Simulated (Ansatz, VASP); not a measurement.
**Two plane-wave programs on Mg**

The input INCAR:

```
PREC = Accurate
ENCUT = 520
EDIFF = 1E-7
ISMEAR = 0
SIGMA = 0.1
LREAL = Auto
LASPH = T
NELM = 100
ALGO = Fast
ISIF = 2
LWAVE = F
LCHARG = F
GGA = PE
NBANDS = 33
```

File KPOINTS:

```
regular mesh
0
Gamma
  4 4 4
```

The input POSCAR:

```
Mg
1.0
   -4.8132675725      2.7789413345     -5.1459161596
    4.8132675776      2.7789413257     -5.1459161596
   -0.0000000051     -5.5578826602     -5.1459161596
Mg
18
Direct
    0.3611111111      0.0277777778      0.3611111111
    0.6944444444      0.0277777778      0.0277777778
    0.0277777778      0.3611111111      0.3611111111
    0.6944444444      0.6944444444      0.3611111111
    0.3611111111      0.3611111111      0.0277777778
    0.0277777778      0.0277777778      0.6944444444
    0.6944444444      0.3611111111      0.6944444444
    0.0277777778      0.6944444444      0.0277777778
    0.3611111111      0.6944444444      0.6944444444
    0.9722222222      0.9722222222      0.3055555556
    0.3055555556      0.9722222222      0.9722222222
    0.6388888889      0.3055555556      0.3055555556
    0.3055555556      0.6388888889      0.3055555556
    0.9722222222      0.3055555556      0.9722222222
    0.6388888889      0.9722222222      0.6388888889
    0.3055555556      0.3055555556      0.6388888889
    0.6388888889      0.6388888889      0.9722222222
    0.9722222222      0.6388888889      0.6388888889
```

Input for Ansatz:

```yaml
crystal:
  lattice:
    - [-4.8132675725, 2.7789413345, -5.1459161596]
    - [4.8132675776, 2.7789413257, -5.1459161596]
    - [-5.1e-09, -5.5578826602, -5.1459161596]
  atoms:
    - { symbol: Mg, position: [0.3611111111, 0.0277777778, 0.3611111111] }
    - { symbol: Mg, position: [0.6944444444, 0.0277777778, 0.0277777778] }
    - { symbol: Mg, position: [0.0277777778, 0.3611111111, 0.3611111111] }
    - { symbol: Mg, position: [0.6944444444, 0.6944444444, 0.3611111111] }
    - { symbol: Mg, position: [0.3611111111, 0.3611111111, 0.0277777778] }
    - { symbol: Mg, position: [0.0277777778, 0.0277777778, 0.6944444444] }
    - { symbol: Mg, position: [0.6944444444, 0.3611111111, 0.6944444444] }
    - { symbol: Mg, position: [0.0277777778, 0.6944444444, 0.0277777778] }
    - { symbol: Mg, position: [0.3611111111, 0.6944444444, 0.6944444444] }
    - { symbol: Mg, position: [0.9722222222, 0.9722222222, 0.3055555556] }
    - { symbol: Mg, position: [0.3055555556, 0.9722222222, 0.9722222222] }
    - { symbol: Mg, position: [0.6388888889, 0.3055555556, 0.3055555556] }
    - { symbol: Mg, position: [0.3055555556, 0.6388888889, 0.3055555556] }
    - { symbol: Mg, position: [0.9722222222, 0.3055555556, 0.9722222222] }
    - { symbol: Mg, position: [0.6388888889, 0.9722222222, 0.6388888889] }
    - { symbol: Mg, position: [0.3055555556, 0.3055555556, 0.6388888889] }
    - { symbol: Mg, position: [0.6388888889, 0.6388888889, 0.9722222222] }
    - { symbol: Mg, position: [0.9722222222, 0.6388888889, 0.6388888889] }
basis:
  ecutwfc: 420
  xc_grid: 2
kpoints:
  mp_grid: { grid: [4, 4, 4], shift: [0.0, 0.0, 0.0] }
hamiltonian:
  xc: pbe
scf:
  occupations: { method: gaussian, width: 0.1 }
output:
  forces: true
  stress: true
  eigenvalues: true
```

Alike in both runs: task single point; functional PBE; k mesh 4 × 4 × 4; occupations gaussian, width 0.1 eV; no spin polarisation.

```csv
,VASP,Ansatz
version,VASP 6.6.1,Ansatz 0.2.0
potentials or method,"VASP PAW PBE potentials, release 64 (Mg), cutoff 520 eV","scalar-relativistic, plane waves, PAW"
valence electrons in the cell,36,180
```

|  | VASP | Ansatz | Ansatz less VASP |
| --- | --- | --- | --- |
| gap on the k mesh at the Fermi level (eV) | none | none | - |
| pressure (GPa) | -0.1 | 0.0 | +0.13 |
| traceless stress, the component that is largest in VASP (GPa) | -0.41 | -0.41 | +0.002 |

A gap of «none» marks a metal or a gap that the smearing closes. VASP's potentials hold 36 valence electrons a cell and Ansatz's 180, so a difference there can come from the potentials and not from the codes.
